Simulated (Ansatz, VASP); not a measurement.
# HfN: VASP beside Ansatz

The input INCAR:

```
ALGO = Normal ; EDIFF = 1E-6
ENCUT = 520 ; GGA = PE
ISIF = 2 ; ISMEAR = -1
LASPH = T ; LCHARG = T
LELF = T ; LREAL = F
LVHAR = T ; LWAVE = F
NBANDS = 14 ; NELM = 60
PREC = Accurate ; SIGMA = 0.08
```

Contents of KPOINTS:

```
k-points
0
Gamma
  14 14 14
```

File POSCAR:

```
HfN
1.0
    0.0000000000      2.4162351310      2.4162351310
    2.4162351310      0.0000000000      2.4162351310
    2.4162351310      2.4162351310      0.0000000000
Hf N
1 1
Direct
    0.0000000000      0.0000000000      0.0000000000
    0.2500000000      0.2500000000      0.2500000000
```

Input for Ansatz:

```yaml
crystal:
  lattice:
    - [0.0, 2.416235131, 2.416235131]
    - [2.416235131, 0.0, 2.416235131]
    - [2.416235131, 2.416235131, 0.0]
  atoms:
    - { symbol: Hf, position: [0.0, 0.0, 0.0] }
    - { symbol: "N", position: [0.25, 0.25, 0.25] }
kpoints:
  mp_grid: { grid: [14, 14, 14] }
scf:
  occupations: { method: fermi_dirac, width: 0.08 }
hamiltonian:
  xc: pbe
  pseudopotentials: { kind: paw }
output:
  forces: true
  stress: true
  eigenvalues: true
  populations: true
```

Change from the starting cell: volume scaled by 0.95, PAW files.

Alike in both runs: task single point; functional PBE; k mesh 14 × 14 × 14; occupations fermi-dirac, width 0.08 eV; no spin polarisation.

```csv
,VASP,Ansatz
version,VASP 6.6.1,Ansatz 0.2.0
potentials or method,"VASP PAW PBE potentials, release 64 (Hf_pv, N)","PAW with Ansatz's default frozen-core files, scalar-relativistic"
plane-wave cutoff (eV),520,420
valence electrons in the cell,15,31
```

|  | VASP | Ansatz | Ansatz less VASP |
| --- | --- | --- | --- |
| pressure (GPa) | 9.9 | 10.8 | +0.98 |

VASP's potentials hold 15 valence electrons a cell and Ansatz's 31, so a difference there can come from the potentials and not from the codes.

Neither program's run includes spin-orbit coupling.
